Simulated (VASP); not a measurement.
# CoPtO2 (R-3m) in VASP: single point with PBE+U

Aim: the single point of CoPtO2 with PBE+U.

Program: VASP 6.6.1. These are calculated values, not measurements. Logs are shortened: lines on timing, memory, paths and dates and some standing lists are left out, and cuts for length are marked.

### 1 The cell of the first run

The structure is trigonal, space group R-3m (No. 166). Conventional cell: a = 2.858 Å, b = 2.858 Å, c = 17.900 Å, α = 90.00°, β = 90.00°, γ = 120.00°. Within 2.5 Å of Co (site symmetry -3m) lie 6 O at 1.92 Å. Pt (site symmetry -3m) has 2 O at 2.00 Å within 2.7 Å. O (site symmetry 3m) has 3 Co at 1.92 Å and 1 Pt at 2.00 Å and 3 O at 2.56 Å within 2.6 Å.

### 2 Single point, PBE+U

Contents of INCAR:

```
PREC = Accurate
ENCUT = 520
EDIFF = 1E-6
ISMEAR = 0
SIGMA = 0.1
LREAL = False
LASPH = True
NELM = 150
ALGO = Normal
ISIF = 2
LWAVE = False
LCHARG = True
LMAXMIX = 4
LDAU = True
LDAUTYPE = 2
LDAUL = 2 -1 -1
LDAUU = 3.32 0 0
LDAUJ = 0 0 0
LDAUPRINT = 1
GGA = PE
LELF = True
LVHAR = True
NBANDS = 24
```

Contents of KPOINTS:

```
regular mesh
0
Gamma
  18 18 18
```

Contents of POSCAR:

```
CoPtO2
1.0
    1.4288596863      0.8249525245      5.9666182799
   -1.4288596863      0.8249525245      5.9666182799
    0.0000000000     -1.6499050491      5.9666182799
Co Pt O
1 1 2
Direct
    0.5000000000      0.5000000000      0.5000000000
    0.0000000000      0.0000000000      0.0000000000
    0.8880260229      0.8880260229      0.8880260229
    0.1119739771      0.1119739771      0.1119739771
```

Potentials or basis: VASP PAW PBE potentials, release 64 (Co, Pt, O).

Command:

```console
cat potpaw_PBE.64/Co/POTCAR potpaw_PBE.64/Pt/POTCAR potpaw_PBE.64/O/POTCAR > POTCAR
mpirun -np 1 vasp_std > vasp.out
```

OUTCAR:

```text
PREC = Accurate
   ENCUT = 520
   EDIFF = 1E-6
   ISMEAR = 0
   LREAL = False
   LASPH = True
   NELM = 150
   ISIF = 2
   GGA = PE

 ion  position               nearest neighbor table
   1  0.500  0.500  0.500-   4 1.92   4 1.92   3 1.92   3 1.92   4 1.92   3 1.92
   2  0.000  0.000  0.000-   3 2.00   4 2.00
   3  0.888  0.888  0.888-   1 1.92   1 1.92   1 1.92   2 2.00
   4  0.112  0.112  0.112-   1 1.92   1 1.92   1 1.92   2 2.00

  LATTYP: Found a trigonal (rhomboedric) cell.
 ALAT       =     6.1905347401
 COS(alpha) =     0.8934501526

  Lattice vectors:

 A1 = (   1.4288596863,   0.8249525245,   5.9666182799)
 A2 = (  -1.4288596863,   0.8249525245,   5.9666182799)
 A3 = (   0.0000000000,  -1.6499050491,   5.9666182799)

Analysis of symmetry for initial positions (statically):
=====================================================================
 Subroutine PRICEL returns:
 Original cell was already a primitive cell.

 Routine SETGRP: Setting up the symmetry group for a
 trigonal (rhombohedral) supercell.

 Subroutine GETGRP returns: Found 12 space group operations
 (whereof 12 operations were pure point group operations)
 out of a pool of 12 trial point group operations.

The static configuration has the point symmetry D_3d.

Analysis of symmetry for dynamics (positions and initial velocities):
=====================================================================
 Subroutine PRICEL returns:
 Original cell was already a primitive cell.

 Routine SETGRP: Setting up the symmetry group for a
 trigonal (rhombohedral) supercell.

 Subroutine GETGRP returns: Found 12 space group operations
 (whereof 12 operations were pure point group operations)
 out of a pool of 12 trial point group operations.

The dynamic configuration has the point symmetry D_3d.

 Subroutine INISYM returns: Found 12 space group operations
 (whereof 12 operations are pure point group operations),
 and found     1 'primitive' translations

----------------------------------------------------------------------------------------

                                     Primitive cell

  volume of cell :      42.1986

  direct lattice vectors                    reciprocal lattice vectors
     1.428859686  0.824952525  5.966618280     0.349929391  0.202031828  0.055866375
    -1.428859686  0.824952525  5.966618280    -0.349929391  0.202031828  0.055866375
     0.000000000 -1.649905049  5.966618280     0.000000000 -0.404063656  0.055866375

  length of vectors
     6.190534740  6.190534740  6.190534740     0.407907453  0.407907453  0.407907453

  position of ions in fractional coordinates (direct lattice)
     0.500000000  0.500000000  0.500000000
     0.000000000  0.000000000  0.000000000
     0.888026023  0.888026023  0.888026023
     0.111973977  0.111973977  0.111973977

  ion indices of the primitive-cell ions
   primitive index   ion index
                 1           1
                 2           2
                 3           3
                 4           4

----------------------------------------------------------------------------------------

 KPOINTS: regular mesh

Automatic generation of k-mesh.
 Grid dimensions read from file:
 generate k-points for:   18   18   18

 Generating k-lattice:

  Cartesian coordinates                     Fractional coordinates (reciprocal lattice)
     0.019440522  0.011223990  0.003103687     0.055555556  0.000000000 -0.000000000
[... 38 lines left out ...]
 -0.277778  0.055556  0.000000     12.000000
 -0.222222  0.055556  0.000000     12.000000
 [... further k-points ...]
   k-points           NKPTS =    580   k-points in BZ     NKDIM =    580   number of bands    NBANDS=     24
   number of dos      NEDOS =    301   number of ions     NIONS =      4
   total plane-waves  NPLWV = 110592
   dimension x,y,z NGX =    48 NGY =   48 NGZ =   48
   dimension x,y,z NGXF=    96 NGYF=   96 NGZF=   96
   ions per type =               1   1   2
   NGX,Y,Z   is equivalent  to a cutoff of  12.89, 12.89, 12.89 a.u.
   NGXF,Y,Z  is equivalent  to a cutoff of  25.78, 25.78, 25.78 a.u.
 SYSTEM =  unknown system
   PREC   = accura    normal or accurate (medium, high low for compatibility)
   ISTART =      0    job   : 0-new  1-cont  2-samecut
   ICHARG =      2    charge: 1-file 2-atom 10-const
   ISPIN  =      1    spin polarized calculation?
   LNONCOLLINEAR =      F non collinear calculations
   LSORBIT =      F    spin-orbit coupling
   LASPH  =      T    aspherical Exc in radial PAW
   ENCUT  =  520.0 eV  38.22 Ry    6.18 a.u.  11.51 11.51 11.51*2*pi/ulx,y,z
   NELM   =    150;   NELMIN=  2; NELMDL= -5     # of ELM steps
   EDIFF  = 0.1E-05   stopping-criterion for ELM
   LREAL  =      F    real-space projection
[... 7 lines left out ...]
   TEBEG  =    0.0;   TEEND  =   0.0 temperature during run
   PSTRESS=    0.0 pullay stress
   NELECT =      31.0000    total number of electrons
   NUPDOWN=      -1.0000    fix difference up-down
   EMIN   =  10.00;   EMAX   =-10.00  energy-range for DOS
   EFERMI =   0.00;   METHOD = LEGACY
   ISMEAR =     0;   SIGMA  =   0.10  broadening in eV -4-tet -1-fermi 0-gaus
   EFERMI_NEDOS =   21; number of points for ismear=-14 and -15
   IALGO  =     38    algorithm
   IMIX   =      4    mixing-type and parameters
     AMIX     =   0.40;   BMIX     =  1.00
     AMIX_MAG =   1.60;   BMIX_MAG =  1.00
  volume/ion in A,a.u.               =      10.55        71.19
  Fermi-wavevector in a.u.,A,eV,Ry     =   1.477166  2.791439 29.688187  2.182020
  Thomas-Fermi vector in A             =   2.591604
   LORBIT       =      0    0 simple, 1 ext, 2 COOP (PROOUT), +10 PAW based schemes
 LDA+U is selected, type is set to LDAUTYPE =  2
   angular momentum for each species LDAUL =     2   -1   -1
   U (eV)           for each species LDAUU =   3.3  0.0  0.0
   J (eV)           for each species LDAUJ =   0.0  0.0  0.0
   GGA     = PE    functional components
   LHFCALC =     F    Hartree Fock is set to
   AEXX    =    0.0000 exact exchange contribution
   IVDW    =     0    specifies the selected vdW correction
   LEPSILON=     F    determine dielectric tensor
   LRPA    =     F    only Hartree local field effects (RPA)
 non-spin polarized calculation
 Gauss-broadening in eV      SIGMA  =   0.10
  energy-cutoff  :      520.00
  volume of cell :       42.20
 maximum number of plane-waves:      1163
 NGX is ok and might be reduce to    48
   NGX = 23   NGY = 23   NGZ = 23

atom =   1  type =  1  l = 2

 onsite density matrix

spin component  1

  0.7764 -0.0000 -0.0000  0.2690  0.0000
 -0.0000  0.5847 -0.0000  0.0000  0.2690
 -0.0000 -0.0000  0.9666 -0.0000  0.0000
  0.2690  0.0000 -0.0000  0.5847  0.0000
  0.0000  0.2690  0.0000  0.0000  0.7764

spin component  2

  0.7764 -0.0000 -0.0000  0.2690  0.0000
 -0.0000  0.5847 -0.0000  0.0000  0.2690
 -0.0000 -0.0000  0.9666 -0.0000  0.0000
  0.2690  0.0000 -0.0000  0.5847  0.0000
  0.0000  0.2690  0.0000  0.0000  0.7764

 occupancies and eigenvectors

  o =  0.3950  v =  0.5763  0.0000  0.0000 -0.8172 -0.0000  0.0000  0.0000  0.0000  0.0000  0.0000      0.0000  0.0000  0.0000  0.0000  0.0000  0.0000  0.0000  0.0000  0.0000  0.0000
  o =  0.3950  v =  0.0000  0.0000  0.0000  0.0000  0.0000  0.5763  0.0000  0.0000 -0.8172 -0.0000      0.0000  0.0000  0.0000  0.0000  0.0000  0.0000  0.0000  0.0000  0.0000  0.0000
  o =  0.3950  v =  0.0000  0.8172  0.0000 -0.0000 -0.5763  0.0000  0.0000  0.0000  0.0000  0.0000      0.0000  0.0000  0.0000  0.0000  0.0000  0.0000  0.0000  0.0000  0.0000  0.0000
  o =  0.3950  v =  0.0000  0.0000  0.0000  0.0000  0.0000  0.0000  0.8172  0.0000 -0.0000 -0.5763      0.0000  0.0000  0.0000  0.0000  0.0000  0.0000  0.0000  0.0000  0.0000  0.0000
  o =  0.9661  v =  0.0000  0.0000  0.0000  0.0000  0.0000 -0.8172  0.0000  0.0000 -0.5763 -0.0000      0.0000  0.0000  0.0000  0.0000  0.0000  0.0000  0.0000  0.0000  0.0000  0.0000
  o =  0.9661  v = -0.8172  0.0000  0.0000 -0.5763 -0.0000  0.0000  0.0000  0.0000  0.0000  0.0000      0.0000  0.0000  0.0000  0.0000  0.0000  0.0000  0.0000  0.0000  0.0000  0.0000
  o =  0.9661  v =  0.0000  0.5763 -0.0000 -0.0000  0.8172  0.0000  0.0000  0.0000  0.0000  0.0000      0.0000  0.0000  0.0000  0.0000  0.0000  0.0000  0.0000  0.0000  0.0000  0.0000
  o =  0.9661  v =  0.0000  0.0000  0.0000  0.0000  0.0000  0.0000  0.5763 -0.0000 -0.0000  0.8172      0.0000  0.0000  0.0000  0.0000  0.0000  0.0000  0.0000  0.0000  0.0000  0.0000
  o =  0.9666  v =  0.0000  0.0000  1.0000  0.0000  0.0000  0.0000  0.0000  0.0000  0.0000  0.0000      0.0000  0.0000  0.0000  0.0000  0.0000  0.0000  0.0000  0.0000  0.0000  0.0000
  o =  0.9666  v =  0.0000  0.0000  0.0000  0.0000  0.0000  0.0000  0.0000  1.0000  0.0000  0.0000      0.0000  0.0000  0.0000  0.0000  0.0000  0.0000  0.0000  0.0000  0.0000  0.0000

 number of electron      30.9999996 magnetization

 Free energy of the ion-electron system (eV)
  ---------------------------------------------------
  ext. energy  EPLUGINS =         0.00000000
  ---------------------------------------------------
  free energy    TOTEN  =       -24.41034316 eV

  energy without entropy =      -24.40714076  energy(sigma->0) =      -24.40874196

 E-fermi :   8.2056     XC(G=0): -12.5087

 val. band max:        8.1821710756   @ k =  -0.3333   0.5000   0.2778
 cond. band min:       8.2627580619   @ k =  -0.2778  -0.2778   0.2222
 fundamental gap:      0.0805869863
 Fermi energy:         8.2055895959

 k-point     1 :       0.0000    0.0000    0.0000
  band No.  band energies     occupation
      1     -12.9886      2.00000
      2     -11.1755      2.00000
      3      -1.2550      2.00000
      4       1.4828      2.00000
      5       1.9733      2.00000
      6       1.9733      2.00000
[... 637 lines left out ...]
     23      21.8613      0.00000
     24      22.3578      0.00000

 [... further k-points ...]

------------------------ aborting loop because EDIFF is reached ----------------------------------------

  FORCE on cell =-STRESS in cart. coord.  units (eV):
  Direction    XX          YY          ZZ          XY          YZ          ZX
  --------------------------------------------------------------------------------------
  -------------------------------------------------------------------------------------
  Total       -0.3819662     -0.3819662     -0.0422478      0.0000000      0.0000000      0.0000000
  in kB      -14.5023201    -14.5023201     -1.6040442      0.0000000      0.0000000      0.0000000
  external PRESSURE =     -10.2028948 kB  Pullay stress =       0.0000000 kB

 VOLUME and BASIS-vectors are now :
 -----------------------------------------------------------------------------
  energy-cutoff  :      520.00
  volume of cell :       42.20
      direct lattice vectors                 reciprocal lattice vectors
     1.428859686  0.824952525  5.966618280     0.349929391  0.202031828  0.055866375
    -1.428859686  0.824952525  5.966618280    -0.349929391  0.202031828  0.055866375
     0.000000000 -1.649905049  5.966618280     0.000000000 -0.404063656  0.055866375

 POSITION                                       TOTAL-FORCE (eV/Angst)
 -----------------------------------------------------------------------------------
      0.00000     -0.00000      8.94993         0.000000      0.000000     -0.000000
      0.00000      0.00000      0.00000         0.000000      0.000000     -0.000000
      0.00000     -0.00000     15.89554         0.000000      0.000000     -0.098499
      0.00000     -0.00000      2.00432         0.000000     -0.000000      0.098499
 -----------------------------------------------------------------------------------
    total drift:                               -0.000000      0.000000     -0.000000

  FREE ENERGIE OF THE ION-ELECTRON SYSTEM (eV)
  ---------------------------------------------------
  free  energy   TOTEN  =       -24.4103431623 eV

  energy  without entropy=      -24.4071407612  energy(sigma->0) =      -24.40874196
```

Wall time 41 min (1 thread of Oxide Virtual Turin-like, shared host); peak memory 0.78 GiB.

Results:

- Free energy: -24.4103 eV
- Pressure: -1.0 GPa
- Largest force: 0.098 eV/Å
- Band gap on the k mesh: zero (an odd number of electrons rules out a gap without spin polarisation)

Forces in eV/Å, atoms in the order of the input:
```
Co   0.000  0.000  0.000
Pt   0.000  0.000  0.000
O    0.000  0.000 -0.098
O    0.000  0.000  0.098
```

Stress tensor (GPa, compression positive):
```
-1.45  0.00  0.00
 0.00 -1.45  0.00
 0.00  0.00 -0.16
```

Eigenvalues of the final occupation matrices:
```tsv
site	spin	trace	eigenvalues
site 1 d	1	3.69	0.39 0.39 0.97 0.97 0.97
site 1 d	2	3.69	0.39 0.39 0.97 0.97 0.97
```

Caveat: spin-orbit coupling is left out, which moves the levels of the heavy elements; an odd number of electrons without spin polarisation forces a metal; a magnetic or distorted state may lie lower; the run has no spin polarisation, though such a crystal can be magnetic; U without spin polarisation on a metal has little footing. Spin polarisation is off, so any magnetic state and its effect on volume and gap are missing.
